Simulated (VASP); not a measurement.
# Pb (C2/m) in VASP: a series of runs

Pb is run at these levels: LDA, PBE; tasks: single point.

Program: VASP 6.6.1. These are calculated values, not measurements. Logs are shortened: lines on timing, memory, paths and dates and some standing lists are left out, and cuts for length are marked.

### 1 The cell of the first run

It takes space group C2/m (No. 12, monoclinic). Conventional cell: a = 6.077 Å, b = 3.501 Å, c = 6.452 Å, α = 90.00°, β = 109.14°, γ = 90.00°. Within 4.4 Å of Pb (site symmetry m) lie 10 Pb at 3.34 to 3.51 Å.

### 2 Single point, LDA

INCAR reads:

```
SYSTEM = Pb
PREC = Accurate
ENCUT = 500
EDIFF = 1E-6
ISMEAR = 0
SIGMA = 0.1
LREAL = .False.
LASPH = .True.
NELM = 120
ALGO = Normal
ISIF = 2
LWAVE = .False.
LCHARG = .False.
GGA = CA
NBANDS = 21
GGA_COMPAT = .False.
```

KPOINTS reads:

```
regular mesh
0
Gamma
  6 6 4
  0 0 0
```

POSCAR reads:

```
Pb
1.0
    3.0386068135     -1.7503199600      0.0000000000
    3.0386068135      1.7503199600      0.0000000000
   -2.1154626375      0.0000000000      6.0952248674
Pb
2
Direct
    1.0324915900      0.1834915900      0.9517078000
    1.8495084100      1.0005084100      1.4042922000
```

Potentials or basis: VASP PAW LDA potentials, release 64 (Pb_d).

Command:

```bash
cat potpaw_LDA.64/Pb_d/POTCAR > POTCAR
mpirun -np 1 vasp_std > vasp.out
```

OUTCAR:

```text
SYSTEM = Pb
   PREC = Accurate
   ENCUT = 500
   EDIFF = 1E-6
   ISMEAR = 0
   LREAL = .False.
   LASPH = .True.
   NELM = 120
   ISIF = 2
   GGA = CA

 ion  position               nearest neighbor table
   1  0.032  0.183  0.952-   2 3.34   2 3.41   2 3.41   2 3.45
   2  0.850  0.001  0.404-   1 3.34   1 3.41   1 3.41   1 3.45

  LATTYP: Found a base centered monoclinic cell.
 ALAT       =     6.0772136270
 B/A-ratio  =     0.5760271293
 C/A-ratio  =     1.0616534713
 COS(beta)  =    -0.3278823751

  Lattice vectors:

 A1 = (   3.0386068135,  -1.7503199600,   0.0000000000)
 A2 = (   3.0386068135,   1.7503199600,   0.0000000000)
 A3 = (  -2.1154626375,   0.0000000000,   6.0952248674)

Analysis of symmetry for initial positions (statically):
=====================================================================
 Subroutine PRICEL returns:
 Original cell was already a primitive cell.

 Routine SETGRP: Setting up the symmetry group for a
 base centered monoclinic supercell.

 Subroutine GETGRP returns: Found  4 space group operations
 (whereof  1 operations were pure point group operations)
 out of a pool of  4 trial point group operations.

The static configuration has the point symmetry C_1 .
 The point group associated with its full space group is C_2h.

Analysis of symmetry for dynamics (positions and initial velocities):
=====================================================================
 Subroutine PRICEL returns:
 Original cell was already a primitive cell.

 Routine SETGRP: Setting up the symmetry group for a
 base centered monoclinic supercell.

 Subroutine GETGRP returns: Found  4 space group operations
 (whereof  1 operations were pure point group operations)
 out of a pool of  4 trial point group operations.

The dynamic configuration has the point symmetry C_1 .
 The point group associated with its full space group is C_2h.

 Subroutine INISYM returns: Found  4 space group operations
 (whereof  1 operations are pure point group operations),
 and found     1 'primitive' translations

----------------------------------------------------------------------------------------

                                     Primitive cell

  volume of cell :      64.8353

  direct lattice vectors                    reciprocal lattice vectors
     3.038606813 -1.750319960  0.000000000     0.164549095 -0.285662057  0.057109864
     3.038606813  1.750319960  0.000000000     0.164549095  0.285662057  0.057109864
    -2.115462637  0.000000000  6.095224867     0.000000000  0.000000000  0.164062856

  length of vectors
     3.506672401  3.506672401  6.451894943     0.334575480  0.334575480  0.164062856

  position of ions in fractional coordinates (direct lattice)
     0.032491590  0.183491590  0.951707800
     0.849508410  0.000508410  0.404292200

  ion indices of the primitive-cell ions
   primitive index   ion index
                 1           1
                 2           2

----------------------------------------------------------------------------------------

 KPOINTS: regular mesh

Automatic generation of k-mesh.
 Grid dimensions read from file:
 generate k-points for:    6    6    4

 Generating k-lattice:

  Cartesian coordinates                     Fractional coordinates (reciprocal lattice)
     0.027424849 -0.047610343  0.009518311     0.166666667  0.000000000  0.000000000
     0.027424849  0.047610343  0.009518311     0.000000000  0.166666667  0.000000000
     0.000000000  0.000000000  0.041015714     0.000000000  0.000000000  0.250000000

  Length of vectors
     0.055762580  0.055762580  0.041015714

  Shift w.r.t. Gamma in fractional coordinates (k-lattice)
     0.000000000  0.000000000  0.000000000

 Subroutine IBZKPT returns following result:
 ===========================================

 Found     47 irreducible k-points:

 Following reciprocal coordinates:
            Coordinates               Weight
  0.000000  0.000000  0.000000      1.000000
  0.166667  0.000000  0.000000      4.000000
  0.333333  0.000000  0.000000      4.000000
  0.500000  0.000000  0.000000      2.000000
  0.166667  0.166667  0.000000      2.000000
  0.333333  0.166667  0.000000      4.000000
[... 16 lines left out ...]
 -0.333333  0.166667  0.250000      4.000000
 -0.166667  0.166667  0.250000      4.000000
 [... further k-points ...]
   k-points           NKPTS =     47   k-points in BZ     NKDIM =     47   number of bands    NBANDS=     21
   number of dos      NEDOS =    301   number of ions     NIONS =      2
   total plane-waves  NPLWV =  37632
   dimension x,y,z NGX =    28 NGY =   28 NGZ =   48
   dimension x,y,z NGXF=    56 NGYF=   56 NGZF=   96
   ions per type =               2
   NGX,Y,Z   is equivalent  to a cutoff of  13.27, 13.27, 12.37 a.u.
   NGXF,Y,Z  is equivalent  to a cutoff of  26.55, 26.55, 24.74 a.u.
 SYSTEM =  Pb
   PREC   = accura    normal or accurate (medium, high low for compatibility)
   ISTART =      0    job   : 0-new  1-cont  2-samecut
   ICHARG =      2    charge: 1-file 2-atom 10-const
   ISPIN  =      1    spin polarized calculation?
   LNONCOLLINEAR =      F non collinear calculations
   LSORBIT =      F    spin-orbit coupling
   LASPH  =      T    aspherical Exc in radial PAW
   ENCUT  =  500.0 eV  36.75 Ry    6.06 a.u.   6.39  6.39 11.76*2*pi/ulx,y,z
   NELM   =    120;   NELMIN=  2; NELMDL= -5     # of ELM steps
   EDIFF  = 0.1E-05   stopping-criterion for ELM
   LREAL  =      F    real-space projection
   EDIFFG = 0.1E-04   stopping-criterion for IOM
   NSW    =      0    number of steps for IOM
   IBRION =     -1    ionic relax: 0-MD 1-quasi-New 2-CG
   NFREE  =      0    steps in history (QN), initial steepest desc. (CG)
   ISIF   =      2    stress and relaxation
   ISYM   =      2    0-nonsym 1-usesym 2-fastsym
   POTIM  = 0.5000    time-step for ionic-motion
   TEBEG  =    0.0;   TEEND  =   0.0 temperature during run
   PSTRESS=    0.0 pullay stress
   NELECT =      28.0000    total number of electrons
   NUPDOWN=      -1.0000    fix difference up-down
   EMIN   =  10.00;   EMAX   =-10.00  energy-range for DOS
   EFERMI =   0.00;   METHOD = LEGACY
   ISMEAR =     0;   SIGMA  =   0.10  broadening in eV -4-tet -1-fermi 0-gaus
   EFERMI_NEDOS =   21; number of points for ismear=-14 and -15
   IALGO  =     38    algorithm
   IMIX   =      4    mixing-type and parameters
     AMIX     =   0.40;   BMIX     =  1.00
     AMIX_MAG =   1.60;   BMIX_MAG =  1.00
  volume/ion in A,a.u.               =      32.42       218.77
  Fermi-wavevector in a.u.,A,eV,Ry     =   1.237438  2.338420 20.833975  1.531254
  Thomas-Fermi vector in A             =   2.372006
   LORBIT       =      0    0 simple, 1 ext, 2 COOP (PROOUT), +10 PAW based schemes
   GGA     = CA    functional components
   LHFCALC =     F    Hartree Fock is set to
   AEXX    =    0.0000 exact exchange contribution
   IVDW    =     0    specifies the selected vdW correction
   LEPSILON=     F    determine dielectric tensor
   LRPA    =     F    only Hartree local field effects (RPA)
 non-spin polarized calculation
 Gauss-broadening in eV      SIGMA  =   0.10
  energy-cutoff  :      500.00
  volume of cell :       64.84
 maximum number of plane-waves:      1666
 NGX is ok and might be reduce to    28
   NGX = 13   NGY = 13   NGZ = 23

 number of electron      28.0000000 magnetization

 Free energy of the ion-electron system (eV)
  ---------------------------------------------------
  ext. energy  EPLUGINS =         0.00000000
  ---------------------------------------------------
  free energy    TOTEN  =        -8.26735833 eV

  energy without entropy =       -8.26050221  energy(sigma->0) =       -8.26393027

 E-fermi :   6.2398     XC(G=0): -10.0933

 val. band max:        6.2187235233   @ k =   0.5000   0.3333   0.0000
 cond. band min:       6.2524657412   @ k =   0.3333   0.1667   0.0000
 fundamental gap:      0.0337422179
 Fermi energy:         6.2397613597

 k-point     1 :       0.0000    0.0000    0.0000
  band No.  band energies     occupation
      1     -10.8198      2.00000
      2     -10.7189      2.00000
      3     -10.7176      2.00000
      4     -10.7161      2.00000
      5     -10.7155      2.00000
      6     -10.6847      2.00000
[... 13 lines left out ...]
     20      15.6181      0.00000
     21      16.2824      0.00000

 k-point     2 :       0.1667    0.0000    0.0000
  band No.  band energies     occupation
      1     -10.8003      2.00000
      2     -10.7439      2.00000
      3     -10.7300      2.00000
      4     -10.6655      2.00000
      5     -10.6600      2.00000
      6     -10.6440      2.00000
[... 13 lines left out ...]
     20      15.0980      0.00000
     21      16.6396      0.00000

 k-point     3 :       0.3333    0.0000    0.0000
  band No.  band energies     occupation
      1     -10.8167      2.00000
      2     -10.7760      2.00000
      3     -10.7410      2.00000
      4     -10.7210      2.00000
      5     -10.6324      2.00000
      6     -10.5542      2.00000
[... 13 lines left out ...]
     20      13.9327      0.00000
     21      14.5898      0.00000

 k-point     4 :       0.5000    0.0000    0.0000
  band No.  band energies     occupation
      1     -10.8417      2.00000
      2     -10.7918      2.00000
      3     -10.7813      2.00000
      4     -10.7248      2.00000
      5     -10.6404      2.00000
      6     -10.5347      2.00000
[... 13 lines left out ...]
     20      13.6320      0.00000
     21      14.5087      0.00000

 k-point     5 :       0.1667    0.1667    0.0000
  band No.  band energies     occupation
      1     -10.8111      2.00000
      2     -10.7308      2.00000
      3     -10.7256      2.00000
      4     -10.6726      2.00000
      5     -10.6550      2.00000
      6     -10.6393      2.00000
[... 13 lines left out ...]
     20      15.7380      0.00000
     21      17.1672      0.00000

 k-point     6 :       0.3333    0.1667    0.0000
  band No.  band energies     occupation
      1     -10.7865      2.00000
      2     -10.7424      2.00000
      3     -10.7319      2.00000
      4     -10.6811      2.00000
      5     -10.6313      2.00000
      6     -10.6242      2.00000
[... 13 lines left out ...]
     20      16.0665      0.00000
     21      16.4310      0.00000

 k-point     7 :       0.5000    0.1667   -0.0000
  band No.  band energies     occupation
      1     -10.7920      2.00000
      2     -10.7578      2.00000
      3     -10.7372      2.00000
      4     -10.7051      2.00000
      5     -10.6492      2.00000
      6     -10.5771      2.00000
[... 13 lines left out ...]
     20      15.7827      0.00000
     21      16.0418      0.00000
[... 291 lines left out ...]
      1     -10.8299      2.00000
      2     -10.7297      2.00000
      3     -10.7120      2.00000
      4     -10.6849      2.00000
      5     -10.6579      2.00000
      6     -10.6461      2.00000
[... 13 lines left out ...]
     20      15.9436      0.00000
     21      17.1359      0.00000

 k-point    21 :       0.3333    0.1667    0.2500
  band No.  band energies     occupation
      1     -10.8146      2.00000
      2     -10.7403      2.00000
      3     -10.7016      2.00000
      4     -10.6902      2.00000
      5     -10.6597      2.00000
      6     -10.6214      2.00000
[... 13 lines left out ...]
     20      15.2243      0.00000
     21      15.8688      0.00000

 k-point    22 :       0.5000    0.1667    0.2500
  band No.  band energies     occupation
      1     -10.8252      2.00000
      2     -10.7484      2.00000
      3     -10.7094      2.00000
      4     -10.6874      2.00000
      5     -10.6594      2.00000
      6     -10.6076      2.00000
[... 13 lines left out ...]
     20      13.9995      0.00000
     21      15.7018      0.00000

 k-point    23 :      -0.3333    0.1667    0.2500
  band No.  band energies     occupation
      1     -10.8226      2.00000
      2     -10.7470      2.00000
      3     -10.7073      2.00000
      4     -10.6883      2.00000
      5     -10.6671      2.00000
      6     -10.5715      2.00000
[... 13 lines left out ...]
     20      14.4354      0.00000
     21      15.5672      0.00000

 k-point    24 :      -0.1667    0.1667    0.2500
  band No.  band energies     occupation
      1     -10.8030      2.00000
      2     -10.7356      2.00000
      3     -10.7271      2.00000
      4     -10.6857      2.00000
      5     -10.6375      2.00000
      6     -10.6247      2.00000
[... 13 lines left out ...]
     20      15.9397      0.00000
     21      16.0469      0.00000

 [... further k-points ...]
[... 5 lines left out ...]
  --------------------------------------------------------------------------------------
  -------------------------------------------------------------------------------------
  Total       -1.4875032     -1.3779271     -0.3847967      0.0000000      0.0000000     -0.0171313
  in kB      -36.7584171    -34.0506283     -9.5088987      0.0000000      0.0000000     -0.4233409
  external PRESSURE =     -26.7726480 kB  Pullay stress =       0.0000000 kB

 VOLUME and BASIS-vectors are now :
 -----------------------------------------------------------------------------
  energy-cutoff  :      500.00
  volume of cell :       64.84
      direct lattice vectors                 reciprocal lattice vectors
     3.038606813 -1.750319960  0.000000000     0.164549095 -0.285662057  0.057109864
     3.038606813  1.750319960  0.000000000     0.164549095  0.285662057  0.057109864
    -2.115462637  0.000000000  6.095224867     0.000000000  0.000000000  0.164062856

 POSITION                                       TOTAL-FORCE (eV/Angst)
 -----------------------------------------------------------------------------------
     -1.35701      0.26430      5.80087         0.007985      0.000000     -0.088422
      1.72760     -1.48602      2.46425        -0.007985      0.000000      0.088422
 -----------------------------------------------------------------------------------
    total drift:                               -0.000002     -0.000014      0.000001

  FREE ENERGIE OF THE ION-ELECTRON SYSTEM (eV)
  ---------------------------------------------------
  free  energy   TOTEN  =        -8.2673583300 eV

  energy  without entropy=       -8.2605022136  energy(sigma->0) =       -8.26393027
```

Wall time 44 s (1 thread of Intel Xeon 8259CL, shared host); peak memory 0.18 GiB.

What came out:

| Quantity | Value |
| --- | --- |
| Free energy | -8.2674 eV |
| Pressure | -2.7 GPa |
| Largest force | 0.089 eV/Å |
| Band gap on the k mesh | zero (bands 14 and 15 overlap by 7.56 eV) |

Forces on the atoms (eV/Å):
```
Pb   0.008  0.000 -0.088
Pb  -0.008  0.000  0.088
```

Stress tensor (GPa, compression positive):
```
-3.68  0.00 -0.04
 0.00 -3.41  0.00
-0.04  0.00 -0.95
```

Levels at points of the mesh, in eV from the Fermi level:
| k point | band 11 | band 12 | band 13 | band 14 | band 15 | band 16 | band 17 | band 18 |
| --- | --- | --- | --- | --- | --- | --- | --- | --- |
| (0.00, 0.00, 0.00) | -11.49 | -8.42 | -3.97 | 6.16 | 6.34 | 6.38 | 6.45 | 6.57 |
| (0.50, 0.00, 0.00) | -8.27 | -6.67 | -3.52 | -2.47 | 0.31 | 2.99 | 3.48 | 4.01 |
| (0.50, 0.50, 0.00) | -7.65 | -7.63 | -3.22 | -2.81 | 1.92 | 2.34 | 2.81 | 5.27 |
| (0.00, 0.00, 0.50) | -10.89 | -9.89 | -0.24 | 0.62 | 5.53 | 5.57 | 7.47 | 7.62 |
| (0.50, 0.00, 0.50) | -7.67 | -7.57 | -3.15 | -2.81 | 1.74 | 2.30 | 2.77 | 5.22 |
| (0.50, 0.50, 0.50) | -8.34 | -6.61 | -3.54 | -2.38 | 0.10 | 3.02 | 3.39 | 4.05 |

Caveat: spin-orbit coupling is left out, which moves the levels of the heavy elements.

(Part 1 of 2 ends here.)

The gap in the log of VASP goes by the Fermi energy; the results here count the filled bands.